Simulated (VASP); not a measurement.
# BN (F-43m) in VASP: a series of runs, part 2 of 2

VASP 6.6.1. The steps go on from the part before.

## (3) Electric field gradients, PBE (volume scaled by 1.05)

The input, INCAR:

```
PREC = Accurate
ENCUT = 520
EDIFF = 1E-8
ISMEAR = -1
SIGMA = 0.02
LREAL = False
LASPH = True
NELM = 120
ALGO = Normal
ISIF = 2
LWAVE = False
LCHARG = False
GGA = PE
LEFG = True
NBANDS = 11
GGA_COMPAT = False
```

The input, KPOINTS:

```
Automatic mesh
0
Gamma
  11 11 11
```

The input, POSCAR:

```
BN
1.0
    0.0000000000      1.8371364149      1.8371364149
    1.8371364149      0.0000000000      1.8371364149
    1.8371364149      1.8371364149      0.0000000000
B N
1 1
Direct
    0.0000000000      0.0000000000      0.0000000000
    0.7500000000      0.7500000000      0.7500000000
```

Potentials or basis: VASP PAW PBE potentials, release 64 (B, N).

Run with:

```bash
cat potpaw_PBE.64/B/POTCAR potpaw_PBE.64/N/POTCAR > POTCAR
mpirun -np 1 vasp_std > vasp.out
```

OUTCAR:

```text
PREC = Accurate
   ENCUT = 520
   EDIFF = 1E-8
   ISMEAR = -1
   LREAL = False
   LASPH = True
   NELM = 120
   ISIF = 2
   GGA = PE

 ion  position               nearest neighbor table
   1  0.000  0.000  0.000-   2 1.59   2 1.59   2 1.59   2 1.59
   2  0.750  0.750  0.750-   1 1.59   1 1.59   1 1.59   1 1.59

  LATTYP: Found a face centered cubic cell.
 ALAT       =     3.6742728298

  Lattice vectors:

 A1 = (   0.0000000000,   1.8371364149,   1.8371364149)
 A2 = (   1.8371364149,   0.0000000000,   1.8371364149)
 A3 = (   1.8371364149,   1.8371364149,   0.0000000000)

Analysis of symmetry for initial positions (statically):
=====================================================================
 Subroutine PRICEL returns:
 Original cell was already a primitive cell.

 Routine SETGRP: Setting up the symmetry group for a
 face centered cubic supercell.

 Subroutine GETGRP returns: Found 24 space group operations
 (whereof 24 operations were pure point group operations)
 out of a pool of 48 trial point group operations.

The static configuration has the point symmetry T_d .

Analysis of symmetry for dynamics (positions and initial velocities):
=====================================================================
 Subroutine PRICEL returns:
 Original cell was already a primitive cell.

 Routine SETGRP: Setting up the symmetry group for a
 face centered cubic supercell.

 Subroutine GETGRP returns: Found 24 space group operations
 (whereof 24 operations were pure point group operations)
 out of a pool of 48 trial point group operations.

The dynamic configuration has the point symmetry T_d .

 Subroutine INISYM returns: Found 24 space group operations
[... 160 lines left out ...]
      8      16.3810      0.00000
      9      30.6617      0.00000
     10      33.9948      0.00000
     11      33.9948      0.00000
[... 309 lines left out ...]
 k-point    24 :      -0.1818    0.1818    0.0000
  band No.  band energies     occupation
      1     -10.9002      2.00000
      2       1.4423      2.00000
      3       3.2279      2.00000
      4       5.8171      2.00000
      5      17.0238      0.00000
      6      17.0938      0.00000
      7      17.5091      0.00000
      8      19.6664      0.00000
      9      27.7348      0.00000
     10      28.6048      0.00000
     11      32.6498      0.00000

 [... further k-points ...]
[... 5 lines left out ...]
  --------------------------------------------------------------------------------------
  -------------------------------------------------------------------------------------
  Total       -1.0780613     -1.0780613     -1.0780613      0.0000000     -0.0000000      0.0000000
  in kB     -139.2835505   -139.2835505   -139.2835505      0.0000000     -0.0000000      0.0000000
  external PRESSURE =    -139.2835505 kB  Pullay stress =       0.0000000 kB

 VOLUME and BASIS-vectors are now :
 -----------------------------------------------------------------------------
  energy-cutoff  :      520.00
  volume of cell :       12.40
      direct lattice vectors                 reciprocal lattice vectors
     0.000000000  1.837136415  1.837136415    -0.272162696  0.272162696  0.272162696
     1.837136415  0.000000000  1.837136415     0.272162696 -0.272162696  0.272162696
     1.837136415  1.837136415  0.000000000     0.272162696  0.272162696 -0.272162696

 POSITION                                       TOTAL-FORCE (eV/Angst)
 -----------------------------------------------------------------------------------
      0.00000      0.00000      0.00000        -0.000000      0.000000      0.000000
      2.75570      2.75570      2.75570         0.000000     -0.000000     -0.000000
 -----------------------------------------------------------------------------------
    total drift:                                0.000000      0.000000     -0.000000

  FREE ENERGIE OF THE ION-ELECTRON SYSTEM (eV)
  ---------------------------------------------------
  free  energy   TOTEN  =       -17.4299454957 eV

  energy  without entropy=      -17.4299454957  energy(sigma->0) =      -17.42994550

 Electric field gradients (V/A^2)
---------------------------------------------------------------------
 ion       V_xx      V_yy      V_zz      V_xy      V_xz      V_yz
---------------------------------------------------------------------
   1       0.000     0.000     0.000     0.000     0.000     0.000
   2      -0.000     0.000     0.000     0.000     0.000     0.000
---------------------------------------------------------------------

 Electric field gradients after diagonalization (V/A^2)
 (convention: |V_zz| > |V_xx| > |V_yy|)
----------------------------------------------------------------------
 ion       V_xx      V_yy      V_zz     asymmetry (V_yy - V_xx)/ V_zz
----------------------------------------------------------------------
   1      -0.000    -0.000     0.000       0.000
   2      -0.000    -0.000     0.001       0.000
----------------------------------------------------------------------

           NMR quadrupolar parameters

 Cq : quadrupolar parameter    Cq=e*Q*V_zz/h
 eta: asymmetry parameters     (V_yy - V_xx)/ V_zz
 Q  : nuclear electric quadrupole moment in mb (millibarn)
----------------------------------------------------------------------
 ion       Cq(MHz)       eta       Q (mb)
----------------------------------------------------------------------
   1       0.000       0.000       1.000
   2       0.000       0.000       1.000
----------------------------------------------------------------------
```

Run time: 9.7 s. Hardware: 1 thread of Intel Xeon Platinum 8259CL at 2.50GHz (Skylake/Cascade Lake), shared host; peak memory 0.12 GiB.

Results:

```
Free energy            : -17.4299 eV
Pressure               : -13.9 GPa
Band gap on the k mesh : 4.50 eV, indirect (least direct gap 8.59 eV)
```

Caveat: without QUAD_EFG the Cq values of the log hold for a quadrupole moment of 1 mb, not for the nuclei. A k mesh can miss the band edges.

## (4) Electric field gradients, PBE (volume scaled by 1.05)

The input, INCAR:

```
SYSTEM = BN
ALGO     = Normal         ! electronic algorithm
EDIFF    = 1E-8           ! SCF threshold, eV
ENCUT    = 520            ! plane-wave cutoff, eV
GGA      = PE             ! functional
GGA_COMPAT= .FALSE.      
ISIF     = 2              ! what is computed and relaxed
ISMEAR   = -1             ! smearing method
LASPH    = .TRUE.         ! aspherical terms in the spheres
LCHARG   = .FALSE.        ! write CHGCAR
LEFG     = .TRUE.       
LREAL    = .FALSE.        ! projectors in reciprocal space
LWAVE    = .FALSE.        ! write WAVECAR
NBANDS   = 11             ! bands
NELM     = 120            ! most SCF steps
PREC     = Accurate       ! precision mode
SIGMA    = 0.02           ! smearing width, eV
```

The input, KPOINTS:

```
k-points
0
G
  11 11 11
  0 0 0
```

POSCAR is that of step 3.

Potentials or basis: VASP PAW PBE potentials, release 64 (B, N).

Run with:

```bash
cat potpaw_PBE.64/B/POTCAR potpaw_PBE.64/N/POTCAR > POTCAR
mpirun -np 1 vasp_std > vasp.out
```

OUTCAR:

```text
SYSTEM = BN
   EDIFF = 1E-8
   ENCUT = 520
   GGA = PE
   ISIF = 2
   ISMEAR = -1
   LASPH = .TRUE.
   LREAL = .FALSE.
   NELM = 120
   PREC = Accurate

 ion  position               nearest neighbor table
   1  0.000  0.000  0.000-   2 1.59   2 1.59   2 1.59   2 1.59
   2  0.750  0.750  0.750-   1 1.59   1 1.59   1 1.59   1 1.59

  LATTYP: Found a face centered cubic cell.
 ALAT       =     3.6742728298

  Lattice vectors:

 A1 = (   0.0000000000,   1.8371364149,   1.8371364149)
 A2 = (   1.8371364149,   0.0000000000,   1.8371364149)
[... 547 lines left out ...]
  ---------------------------------------------------
  free  energy   TOTEN  =       -17.4299454957 eV

  energy  without entropy=      -17.4299454957  energy(sigma->0) =      -17.42994550

 Electric field gradients (V/A^2)
---------------------------------------------------------------------
 ion       V_xx      V_yy      V_zz      V_xy      V_xz      V_yz
---------------------------------------------------------------------
   1       0.000     0.000     0.000     0.000     0.000     0.000
   2      -0.000     0.000     0.000     0.000     0.000     0.000
---------------------------------------------------------------------

 Electric field gradients after diagonalization (V/A^2)
 (convention: |V_zz| > |V_xx| > |V_yy|)
----------------------------------------------------------------------
 ion       V_xx      V_yy      V_zz     asymmetry (V_yy - V_xx)/ V_zz
----------------------------------------------------------------------
   1      -0.000    -0.000     0.000       0.000
   2      -0.000    -0.000     0.001       0.000
----------------------------------------------------------------------

           NMR quadrupolar parameters

 Cq : quadrupolar parameter    Cq=e*Q*V_zz/h
 eta: asymmetry parameters     (V_yy - V_xx)/ V_zz
 Q  : nuclear electric quadrupole moment in mb (millibarn)
----------------------------------------------------------------------
 ion       Cq(MHz)       eta       Q (mb)
----------------------------------------------------------------------
   1       0.000       0.000       1.000
   2       0.000       0.000       1.000
----------------------------------------------------------------------
```

OSZICAR:

```text
N       E                     dE             d eps       ncg     rms          rms(c)
DAV:   1     0.105956388948E+02    0.10596E+02   -0.50733E+03  1272   0.727E+02
DAV:   2    -0.177719340087E+02   -0.28368E+02   -0.27653E+02  1503   0.163E+02
DAV:   3    -0.183225314030E+02   -0.55060E+00   -0.54988E+00  1469   0.191E+01
DAV:   4    -0.183232037229E+02   -0.67232E-03   -0.67231E-03  1304   0.765E-01
DAV:   5    -0.183232043914E+02   -0.66856E-06   -0.66855E-06  1418   0.235E-02    0.644E+00
DAV:   6    -0.174998369739E+02    0.82337E+00   -0.30223E+00  1301   0.978E+00    0.310E+00
DAV:   7    -0.174424901450E+02    0.57347E-01   -0.84902E-02  1346   0.246E+00    0.186E+00
DAV:   8    -0.174297116708E+02    0.12778E-01   -0.33400E-02  1366   0.131E+00    0.168E-01
DAV:   9    -0.174298456894E+02   -0.13402E-03   -0.10556E-03  1301   0.254E-01    0.788E-02
DAV:  10    -0.174299396364E+02   -0.93947E-04   -0.12912E-04  1353   0.971E-02    0.146E-02
DAV:  11    -0.174299454521E+02   -0.58157E-05   -0.10478E-05  1419   0.263E-02    0.105E-02
DAV:  12    -0.174299454843E+02   -0.32125E-07   -0.17697E-06  1355   0.896E-03    0.637E-04
DAV:  13    -0.174299454735E+02    0.10737E-07   -0.24252E-08  1386   0.152E-03    0.383E-04
DAV:  14    -0.174299454960E+02   -0.22446E-07   -0.44711E-09   918   0.528E-04    0.979E-05
DAV:  15    -0.174299454957E+02    0.27285E-09   -0.14078E-10   637   0.134E-04
   1 F= -.17429945E+02 E0= -.17429945E+02  d E =-.728137E-13
```

stdout:

```text
POSCAR found type information on POSCAR B N
 POSCAR found :  2 types and       2 ions
 scaLAPACK will be used
 LDA part: xc-table for (Slater+PW92), standard interpolation
 POSCAR, INCAR and KPOINTS ok, starting setup
 FFT: planning ... GRIDC
 FFT: planning ... GRID_SOFT
 FFT: planning ... GRID
 WAVECAR not read
 entering main loop
ion   1

ion   2
```

It took 8.7 s on 1 thread of Intel Xeon Platinum 8259CL at 2.50GHz (Skylake/Cascade Lake), shared host; peak memory 0.12 GiB.

What came out:

```
Free energy            : -17.4299 eV
Pressure               : -13.9 GPa
Band gap on the k mesh : 4.50 eV, indirect (least direct gap 8.59 eV)
```

Caveat: without QUAD_EFG the Cq values of the log hold for a quadrupole moment of 1 mb, not for the nuclei. A k mesh can miss the band edges.
